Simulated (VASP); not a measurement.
Input of a VASP 6.6.1 run:

File POSCAR:

```
Sn
1.0
   -1.6912936206      1.7393011766      2.2906073406
    1.6912936206     -1.7393011766      2.2906073406
    1.6912936206      1.7393011766     -2.2906073406
Sn
1
Direct
    0.0000000000      0.0000000000      0.0000000000
```

File INCAR.step1:

```
  PREC = Accurate
  ENCUT = 520
  ISMEAR = -1
  SIGMA = 0.05
  LREAL = F
  LASPH = T
  NELM = 80
  NBANDS = 13
  GGA = PE
  ALGO = Normal
  EDIFF = 1E-4
  LWAVE = T
  LCHARG = F
```

File INCAR.step2:

```
  PREC = Accurate
  ENCUT = 520
  EDIFF = 1E-7
  ISMEAR = -1
  SIGMA = 0.05
  LREAL = F
  LASPH = T
  NELM = 80
  ALGO = Normal
  ISIF = 2
  LWAVE = F
  LCHARG = F
  METAGGA = R2SCAN
  LMIXTAU = T
  NBANDS = 13
  ISTART = 1
```

Contents of KPOINTS:

```
Automatic mesh
0
Gamma
  11 11 11
```

Potentials or basis: VASP PAW PBE potentials, release 64 (Sn_d).

The run is started by

```sh
$ cat potpaw_PBE.64/Sn_d/POTCAR > POTCAR
$ cp INCAR.step1 INCAR
$ mpirun -np 1 vasp_std > vasp.out
$ cp INCAR.step2 INCAR
$ mpirun -np 1 vasp_std > vasp.out
```

Predict the pressure.

0.8 GPa.

Estimate the band gap on the k mesh.

zero (band 7 reaches 16.19 eV, above the bottom of band 8 at 6.17 eV).

Stress tensor (GPa, compression positive):
```
 1.51  0.00  0.00
 0.00 -0.12  0.00
 0.00  0.00  1.13
```

Caveat: the PAW data sets were made with another functional, which shifts forces and pressure a little; spin-orbit coupling is left out, which moves the levels of the heavy elements.
